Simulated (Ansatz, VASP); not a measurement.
# HfMg2C2: VASP beside Ansatz

```
Mg Hf C
1.0
     4.38017    0.00000    0.00000
     0.00000    4.38017    0.00000
     0.00000    0.00000    6.19450
Mg Hf C
2 1 2
Direct
  0.00000 0.00000 0.00000
  0.50000 0.50000 0.00000
  0.50000 0.50000 0.50000
  0.50000 0.00000 0.75000
  0.00000 0.50000 0.25000
```

Change from the starting cell: ordered mixture with vacancies on the cation sites of antifluorite (P-4m2, No. 115).

Alike in both runs: task relaxation of cell and atoms; functional PBE; k mesh 4 × 4 × 4; occupations gaussian, width 0.1 eV; no spin polarisation.

|  | VASP | Ansatz |
| --- | --- | --- |
| version | VASP 6.6.1 | Ansatz 0.2.0 |
| potentials or method | VASP PAW PBE potentials, release 64 (Mg, Hf_pv, C), cutoff 600 eV | scalar-relativistic, plane waves, PAW |
| valence electrons in the cell | 22 | 54 |

|  | VASP | Ansatz | Ansatz less VASP |
| --- | --- | --- | --- |
| gap on the k mesh at the Fermi level, each at its own relaxed structure (eV) | 0.56 | 0.57 | +0.003 |
| relaxed volume (Å³/atom) | 14.68 | 14.72 | +0.033 |
| relaxed length of the cell vector where the two differ most in proportion (Å) | 3.662 | 3.664 | +0.0028 |

VASP's potentials hold 22 valence electrons a cell and Ansatz's 54, so a difference there can come from the potentials and not from the codes.

Spin-orbit coupling is off throughout. Noted on VASP's run: the volume moved by over 15 % at a fixed basis, so the end points are rough.
